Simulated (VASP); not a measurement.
Runs of VASP 6.6.1 on Os. The structure is that of space group P6_3/mmc (No. 194), or close to it. The cells are those of the table. 

| cell | gap on the mesh (eV) | pressure (GPa) |
| --- | --- | --- |
| a = 2.734, b = 2.734, c = 4.482 Å, angles 90.0, 90.0, 120.0°, 2 atoms | none | -13.0 |
| a = 2.734, b = 2.734, c = 3.996 Å, angles 90.0, 90.0, 120.0°, 2 atoms | none | (a) |
| a = 2.734, b = 2.734, c = 3.834 Å, angles 90.0, 90.0, 120.0°, 2 atoms | none | (b) |
| a = 2.734, b = 2.734, c = 4.968 Å, angles 90.0, 90.0, 120.0°, 2 atoms | none | -35.9 |
| a = 2.734, b = 2.734, c = 4.806 Å, angles 90.0, 90.0, 120.0°, 2 atoms | none | -31.1 |
| a = 2.734, b = 2.734, c = 3.672 Å, angles 90.0, 90.0, 120.0°, 2 atoms | none | 131.0 |

Alike in all rows: task single point; level r2SCAN; potentials or basis VASP PAW PBE potentials, release 64 (Os); no spin polarisation; k mesh 21 × 21 × 12; cutoff (eV) 520; smearing gaussian 0.15 eV.

Fill in the values left out.

(a) 49.6; (b) 85.2.

Caveats: the PAW data sets were made with another functional, which shifts forces and pressure a little; spin-orbit coupling is left out, which moves the levels of the heavy elements.

A k mesh can miss the band edges, and the runs leave out spin-orbit coupling on Os.

A gap of «none» marks levels without a gap at the run's occupations.
